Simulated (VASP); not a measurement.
# Hf (Fd-3m) in VASP: further runs

The runs below take Hf through single point, with revPBE.

Everything below comes from runs of VASP 6.6.1. Logs are shortened: lines on timing, memory, paths and dates and some standing lists are left out, and cuts for length are marked.

## Step 1: The cell of the first run

The structure is cubic, space group Fd-3m (No. 227). Conventional cell: a = 6.350 Å, b = 6.350 Å, c = 6.350 Å, α = 90.00°, β = 90.00°, γ = 90.00°. Hf (site symmetry -43m) has 4 Hf at 2.75 Å within 3.6 Å.

## Step 2: Single point, revPBE (volume scaled by 0.88)

INCAR reads:

```
ALGO     = Normal         # electronic algorithm
EDIFF    = 1E-7           # SCF threshold, eV
ENCUT    = 520            # plane-wave cutoff, eV
GGA      = RE             # functional
ISIF     = 2              # what is computed and relaxed
ISMEAR   = -1             # smearing method
LASPH    = True           # aspherical terms in the spheres
LCHARG   = False          # write CHGCAR
LREAL    = False          # projectors in reciprocal space
LWAVE    = False          # write WAVECAR
NBANDS   = 17             # bands
NELM     = 80             # most SCF steps
PREC     = Accurate       # precision mode
SIGMA    = 0.1            # smearing width, eV
```

KPOINTS reads:

```
k-points
0
Gamma
  9 9 9
```

POSCAR reads:

```
Hf
1.0
    0.0000000000      3.1749099229      3.1749099229
    3.1749099229      0.0000000000      3.1749099229
    3.1749099229      3.1749099229      0.0000000000
Hf
2
Direct
    0.1250000000      0.1250000000      0.1250000000
    0.8750000000      0.8750000000      0.8750000000
```

Potentials or basis: VASP PAW PBE potentials, release 64 (Hf_pv).

On the command line:

```
> cat potpaw_PBE.64/Hf_pv/POTCAR > POTCAR
> mpirun -np 1 vasp_std > vasp.out
```

OUTCAR:

```text
EDIFF = 1E-7
   ENCUT = 520
   GGA = RE
   ISIF = 2
   ISMEAR = -1
   LASPH = True
   LREAL = False
   NELM = 80
   PREC = Accurate

 ion  position               nearest neighbor table
   1  0.125  0.125  0.125-   2 2.75   2 2.75   2 2.75   2 2.75
   2  0.875  0.875  0.875-   1 2.75   1 2.75   1 2.75   1 2.75

  LATTYP: Found a face centered cubic cell.
 ALAT       =     6.3498198458

  Lattice vectors:

 A1 = (   0.0000000000,   3.1749099229,   3.1749099229)
 A2 = (   3.1749099229,   0.0000000000,   3.1749099229)
 A3 = (   3.1749099229,   3.1749099229,   0.0000000000)

Analysis of symmetry for initial positions (statically):
=====================================================================
 Subroutine PRICEL returns:
 Original cell was already a primitive cell.

 Routine SETGRP: Setting up the symmetry group for a
 face centered cubic supercell.

 Subroutine GETGRP returns: Found 48 space group operations
 (whereof 12 operations were pure point group operations)
 out of a pool of 48 trial point group operations.

The static configuration has the point symmetry D_3d.
 The point group associated with its full space group is O_h .

Analysis of symmetry for dynamics (positions and initial velocities):
=====================================================================
 Subroutine PRICEL returns:
 Original cell was already a primitive cell.

 Routine SETGRP: Setting up the symmetry group for a
 face centered cubic supercell.

 Subroutine GETGRP returns: Found 48 space group operations
 (whereof 12 operations were pure point group operations)
 out of a pool of 48 trial point group operations.

The dynamic configuration has the point symmetry D_3d.
 The point group associated with its full space group is O_h .

 Subroutine INISYM returns: Found 48 space group operations
 (whereof 12 operations are pure point group operations),
 and found     1 'primitive' translations

----------------------------------------------------------------------------------------

                                     Primitive cell

  volume of cell :      64.0065

  direct lattice vectors                    reciprocal lattice vectors
     0.000000000  3.174909923  3.174909923    -0.157484783  0.157484783  0.157484783
     3.174909923  0.000000000  3.174909923     0.157484783 -0.157484783  0.157484783
     3.174909923  3.174909923  0.000000000     0.157484783  0.157484783 -0.157484783

  length of vectors
     4.490000672  4.490000672  4.490000672     0.272771645  0.272771645  0.272771645

  position of ions in fractional coordinates (direct lattice)
     0.125000000  0.125000000  0.125000000
     0.875000000  0.875000000  0.875000000

  ion indices of the primitive-cell ions
   primitive index   ion index
                 1           1
                 2           2

----------------------------------------------------------------------------------------

 KPOINTS: k-points

Automatic generation of k-mesh.
 Grid dimensions read from file:
 generate k-points for:    9    9    9

 Generating k-lattice:

  Cartesian coordinates                     Fractional coordinates (reciprocal lattice)
    -0.017498309  0.017498309  0.017498309     0.111111111  0.000000000  0.000000000
     0.017498309 -0.017498309  0.017498309     0.000000000  0.111111111  0.000000000
     0.017498309  0.017498309 -0.017498309     0.000000000  0.000000000  0.111111111

  Length of vectors
     0.030307961  0.030307961  0.030307961

  Shift w.r.t. Gamma in fractional coordinates (k-lattice)
     0.000000000  0.000000000  0.000000000

 Subroutine IBZKPT returns following result:
 ===========================================

 Found     35 irreducible k-points:

 Following reciprocal coordinates:
            Coordinates               Weight
  0.000000  0.000000  0.000000      1.000000
  0.111111  0.000000  0.000000      8.000000
  0.222222  0.000000  0.000000      8.000000
  0.333333  0.000000  0.000000      8.000000
  0.444444  0.000000  0.000000      8.000000
  0.111111  0.111111  0.000000      6.000000
[... 16 lines left out ...]
 -0.333333  0.333333  0.000000     12.000000
  0.444444  0.444444  0.000000      6.000000
 [... further k-points ...]
   k-points           NKPTS =     35   k-points in BZ     NKDIM =     35   number of bands    NBANDS=     17
   number of dos      NEDOS =    301   number of ions     NIONS =      2
   total plane-waves  NPLWV =  46656
   dimension x,y,z NGX =    36 NGY =   36 NGZ =   36
   dimension x,y,z NGXF=    72 NGYF=   72 NGZF=   72
   ions per type =               2
   NGX,Y,Z   is equivalent  to a cutoff of  13.33, 13.33, 13.33 a.u.
   NGXF,Y,Z  is equivalent  to a cutoff of  26.66, 26.66, 26.66 a.u.
 SYSTEM =  unknown system
   PREC   = accura    normal or accurate (medium, high low for compatibility)
   ISTART =      0    job   : 0-new  1-cont  2-samecut
   ICHARG =      2    charge: 1-file 2-atom 10-const
   ISPIN  =      1    spin polarized calculation?
   LNONCOLLINEAR =      F non collinear calculations
   LSORBIT =      F    spin-orbit coupling
   LASPH  =      T    aspherical Exc in radial PAW
   ENCUT  =  520.0 eV  38.22 Ry    6.18 a.u.   8.35  8.35  8.35*2*pi/ulx,y,z
   NELM   =     80;   NELMIN=  2; NELMDL= -5     # of ELM steps
   EDIFF  = 0.1E-06   stopping-criterion for ELM
   LREAL  =      F    real-space projection
   EDIFFG = 0.1E-05   stopping-criterion for IOM
   NSW    =      0    number of steps for IOM
   IBRION =     -1    ionic relax: 0-MD 1-quasi-New 2-CG
   NFREE  =      0    steps in history (QN), initial steepest desc. (CG)
   ISIF   =      2    stress and relaxation
   ISYM   =      2    0-nonsym 1-usesym 2-fastsym
   POTIM  = 0.5000    time-step for ionic-motion
   TEBEG  =    0.0;   TEEND  =   0.0 temperature during run
   PSTRESS=    0.0 pullay stress
   NELECT =      20.0000    total number of electrons
   NUPDOWN=      -1.0000    fix difference up-down
   EMIN   =  10.00;   EMAX   =-10.00  energy-range for DOS
   EFERMI =   0.00;   METHOD = LEGACY
   ISMEAR =    -1;   SIGMA  =   0.10  broadening in eV -4-tet -1-fermi 0-gaus
   EFERMI_NEDOS =   21; number of points for ismear=-14 and -15
   IALGO  =     38    algorithm
   IMIX   =      4    mixing-type and parameters
     AMIX     =   0.40;   BMIX     =  1.00
     AMIX_MAG =   1.60;   BMIX_MAG =  1.00
  volume/ion in A,a.u.               =      32.00       215.97
  Fermi-wavevector in a.u.,A,eV,Ry     =   1.110905  2.099305 16.791072  1.234109
  Thomas-Fermi vector in A             =   2.247462
   LORBIT       =      0    0 simple, 1 ext, 2 COOP (PROOUT), +10 PAW based schemes
   GGA     = RE    functional components
   LHFCALC =     F    Hartree Fock is set to
   AEXX    =    0.0000 exact exchange contribution
   IVDW    =     0    specifies the selected vdW correction
   LEPSILON=     F    determine dielectric tensor
   LRPA    =     F    only Hartree local field effects (RPA)
 non-spin polarized calculation
  energy-cutoff  :      520.00
  volume of cell :       64.01
 maximum number of plane-waves:      1759
 NGX is ok and might be reduce to    36
   NGX = 17   NGY = 17   NGZ = 17

 number of electron      20.0000000 magnetization

 Free energy of the ion-electron system (eV)
  ---------------------------------------------------
  ext. energy  EPLUGINS =         0.00000000
  ---------------------------------------------------
  free energy    TOTEN  =       -13.82544815 eV

  energy without entropy =      -13.66931973  energy(sigma->0) =      -13.74738394

 E-fermi :   2.0808     XC(G=0):  -9.3847

 val. band max:        2.0805512507   @ k =  -0.4444   0.1111   0.0000
 cond. band min:       2.1037004261   @ k =  -0.3333   0.3333   0.1111
 fundamental gap:      0.0231491754
 Fermi energy:         2.0807735958

 k-point     1 :       0.0000    0.0000    0.0000
  band No.  band energies     occupation
      1     -28.9205      2.00000
      2     -28.9205      2.00000
      3     -28.9205      2.00000
      4     -28.1815      2.00000
      5     -28.1815      2.00000
      6     -28.1815      2.00000
[... 9 lines left out ...]
     16       8.2172      0.00000
     17       8.2172      0.00000

 k-point     2 :       0.1111    0.0000    0.0000
  band No.  band energies     occupation
      1     -28.9309      2.00000
      2     -28.9309      2.00000
      3     -28.9192      2.00000
      4     -28.1846      2.00000
      5     -28.1704      2.00000
      6     -28.1704      2.00000
[... 9 lines left out ...]
     16       8.1648      0.00000
     17       8.1648      0.00000

 k-point     3 :       0.2222    0.0000    0.0000
  band No.  band energies     occupation
      1     -28.9560      2.00000
      2     -28.9560      2.00000
      3     -28.9162      2.00000
      4     -28.1922      2.00000
      5     -28.1437      2.00000
      6     -28.1437      2.00000
[... 9 lines left out ...]
     16       7.9836      0.00000
     17       7.9836      0.00000

 k-point     4 :       0.3333    0.0000    0.0000
  band No.  band energies     occupation
      1     -28.9826      2.00000
      2     -28.9826      2.00000
      3     -28.9135      2.00000
      4     -28.2001      2.00000
      5     -28.1153      2.00000
      6     -28.1153      2.00000
[... 9 lines left out ...]
     16       7.6243      0.00000
     17       7.6243      0.00000

 k-point     5 :       0.4444    0.0000    0.0000
  band No.  band energies     occupation
      1     -28.9991      2.00000
      2     -28.9991      2.00000
      3     -28.9121      2.00000
      4     -28.2047      2.00000
      5     -28.0976      2.00000
      6     -28.0976      2.00000
[... 9 lines left out ...]
     16       7.1717      0.00000
     17       7.1809      0.00000

 k-point     6 :       0.1111    0.1111    0.0000
  band No.  band energies     occupation
      1     -28.9431      2.00000
      2     -28.9431      2.00000
      3     -28.8994      2.00000
      4     -28.2058      2.00000
      5     -28.1576      2.00000
      6     -28.1576      2.00000
[... 9 lines left out ...]
     16       7.9058      0.00000
     17       8.3379      0.00000

 k-point     7 :       0.2222    0.1111    0.0000
  band No.  band energies     occupation
      1     -28.9690      2.00000
      2     -28.9688      2.00000
      3     -28.8813      2.00000
      4     -28.2275      2.00000
      5     -28.1310      2.00000
      6     -28.1301      2.00000
[... 9 lines left out ...]
     16       7.5688      0.00000
     17       8.3291      0.00000

 k-point     8 :       0.3333    0.1111    0.0000
  band No.  band energies     occupation
      1     -29.0007      2.00000
      2     -28.9951      2.00000
      3     -28.8665      2.00000
      4     -28.2458      2.00000
      5     -28.1021      2.00000
      6     -28.0990      2.00000
[... 9 lines left out ...]
     16       7.1685      0.00000
     17       8.0930      0.00000
[... 203 lines left out ...]
      1     -29.0497      2.00000
      2     -28.9873      2.00000
      3     -28.8334      2.00000
      4     -28.2795      2.00000
      5     -28.1101      2.00000
      6     -28.0497      2.00000
[... 9 lines left out ...]
     16       6.4489      0.00000
     17       8.3432      0.00000

 k-point    20 :       0.3333    0.3333    0.0000
  band No.  band energies     occupation
      1     -29.0474      2.00000
      2     -29.0474      2.00000
      3     -28.7448      2.00000
      4     -28.3780      2.00000
      5     -28.0464      2.00000
      6     -28.0464      2.00000
[... 9 lines left out ...]
     16       5.9861      0.00000
     17       8.2929      0.00000

 k-point    21 :       0.4444    0.3333    0.0000
  band No.  band energies     occupation
      1     -29.0715      2.00000
      2     -29.0625      2.00000
      3     -28.6922      2.00000
      4     -28.4323      2.00000
      5     -28.0301      2.00000
      6     -28.0225      2.00000
[... 9 lines left out ...]
     16       5.8777      0.00000
     17       7.9592      0.00000

 k-point    22 :      -0.4444    0.3333    0.0000
  band No.  band energies     occupation
      1     -29.0930      2.00000
      2     -29.0604      2.00000
      3     -28.6626      2.00000
      4     -28.4598      2.00000
      5     -28.0322      2.00000
      6     -28.0036      2.00000
[... 9 lines left out ...]
     16       6.9754      0.00000
     17       6.9772      0.00000

 k-point    23 :      -0.3333    0.3333    0.0000
  band No.  band energies     occupation
      1     -29.0979      2.00000
      2     -29.0421      2.00000
      3     -28.7044      2.00000
      4     -28.4143      2.00000
      5     -28.0517      2.00000
      6     -28.0009      2.00000
[... 9 lines left out ...]
     16       6.1002      0.00000
     17       7.6077      0.00000

 k-point    24 :       0.4444    0.4444    0.0000
  band No.  band energies     occupation
      1     -29.0787      2.00000
      2     -29.0787      2.00000
      3     -28.6279      2.00000
      4     -28.5008      2.00000
      5     -28.0128      2.00000
      6     -28.0128      2.00000
[... 9 lines left out ...]
     16       5.6815      0.00000
     17       7.7247      0.00000

 [... further k-points ...]
[... 5 lines left out ...]
  --------------------------------------------------------------------------------------
  -------------------------------------------------------------------------------------
  Total        1.5071648      1.5071648      1.5071648      0.0000000      0.0000000     -0.0000000
  in kB       37.7265499     37.7265499     37.7265499      0.0000000      0.0000000     -0.0000000
  external PRESSURE =      37.7265499 kB  Pullay stress =       0.0000000 kB

 VOLUME and BASIS-vectors are now :
 -----------------------------------------------------------------------------
  energy-cutoff  :      520.00
  volume of cell :       64.01
      direct lattice vectors                 reciprocal lattice vectors
     0.000000000  3.174909923  3.174909923    -0.157484783  0.157484783  0.157484783
     3.174909923  0.000000000  3.174909923     0.157484783 -0.157484783  0.157484783
     3.174909923  3.174909923  0.000000000     0.157484783  0.157484783 -0.157484783

 POSITION                                       TOTAL-FORCE (eV/Angst)
 -----------------------------------------------------------------------------------
      0.79373      0.79373      0.79373        -0.000000     -0.000000     -0.000000
      5.55609      5.55609      5.55609         0.000000      0.000000      0.000000
 -----------------------------------------------------------------------------------
    total drift:                                0.000000      0.000000      0.000000

  FREE ENERGIE OF THE ION-ELECTRON SYSTEM (eV)
  ---------------------------------------------------
  free  energy   TOTEN  =       -13.8254481544 eV

  energy  without entropy=      -13.6693197265  energy(sigma->0) =      -13.74738394
```

Wall time 27 s (1 thread of Intel Xeon Platinum 8375C at 2.90GHz (Ice Lake), shared host); peak memory 0.21 GiB.

Results:

```
Free energy            : -13.8254 eV
Pressure               : 3.8 GPa
Band gap on the k mesh : zero (band 10 reaches 2.43 eV, above the bottom of band 11 at 1.70 eV)
```

Caveat: the PAW data sets were made with another functional, which shifts forces and pressure a little; spin-orbit coupling is left out, which moves the levels of the heavy elements.

(Part 1 of 2 ends here.)
